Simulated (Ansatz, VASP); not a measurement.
# Two plane-wave programs on TaSi2

```
Ta Si
1.0
     0.00000    3.47842    3.47842
     3.47842    0.00000    3.47842
     3.47842    3.47842    0.00000
Ta Si
2 4
Cartesian
  3.4784 3.4784 3.4784
  5.2176 5.2176 5.2176
  0.8696 0.8696 0.8696
  0.8696 2.6088 2.6088
  2.6088 0.8696 2.6088
  2.6088 2.6088 0.8696
```

Change from the starting cell: species swapped into the EuAl2 type (Fd-3m, No. 227).

Alike in both runs: functional PBE; k mesh 4 × 4 × 4; occupations gaussian, width 0.2 eV; no spin polarisation.

Ansatz relaxed the structure, and its values are those at the end. VASP's run is a single point on that final structure, the one shown.

```csv
,VASP,Ansatz
version,VASP 6.6.1,Ansatz 0.2.0
potentials or method,"VASP PAW PBE potentials, release 64 (Ta_pv, Si), cutoff 500 eV","scalar-relativistic, plane waves, PAW"
valence electrons in the cell,38,42
```

|  | VASP | Ansatz | Ansatz less VASP |
| --- | --- | --- | --- |
| gap on the k mesh at the Fermi level (eV) | none | none | - |
| pressure (GPa) | 0.0 | 0.0 | +0.01 |

A gap of «none» marks a metal or a gap that the smearing closes. The functional is the same, so the differences come from potentials, cutoffs and numerics. VASP's potentials hold 38 valence electrons a cell and Ansatz's 42, so a difference there can come from the potentials and not from the codes.

The k mesh is coarse, so the values compare programs but aren't converged. Neither program's run includes spin-orbit coupling.
